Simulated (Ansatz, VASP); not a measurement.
One calculation of CrPbO3, two programs

```xyz
5
Lattice="3.9171 0.0000 0.0000 0.0000 3.9171 0.0000 0.0000 0.0000 3.9171" Properties=species:S:1:pos:R:3 pbc="T T T"
Cr    0.0000    0.0000    0.0000
Pb    1.9585    1.9585    1.9585
O     0.0000    0.0000    1.9585
O     0.0000    1.9585    0.0000
O     1.9585    0.0000    0.0000
```

Alike in both runs: task single point; functional LDA; k mesh 6 × 6 × 6; occupations fermi-dirac, width 0.01 eV; collinear spin; Hubbard terms Cr d U = 8.0 eV.

```csv
,VASP,Ansatz
version,VASP 6.6.1,Ansatz 0.2.0
potentials or method,"VASP PAW LDA potentials, release 64 (Cr_pv, Pb_d, O)","plane waves, PAW"
plane-wave cutoff (eV),600,420
valence electrons in the cell,44,46
```

```tsv
	VASP	Ansatz	Ansatz less VASP
gap on the k mesh at the Fermi level (eV)	none	none	-
net moment per atom (μB)	0.41	0.41	-0.002
size of the moment on the site where the two differ most (μB)	2.86	2.40	-0.463
```

LDA's correlation is that of Perdew and Zunger in VASP and of Perdew and Wang (1992) in Ansatz. Site moments also hang on the region over which each program counts them. The programs project onto different local orbitals, so the same U acts differently, and such runs can settle in different states. A gap of «none» marks a metal or a gap that the smearing closes. VASP's potentials hold 44 valence electrons a cell and Ansatz's 46, so a difference there can come from the potentials and not from the codes. Ansatz's warnings: filled band counts differ across k points.

Spin-orbit coupling is off throughout.
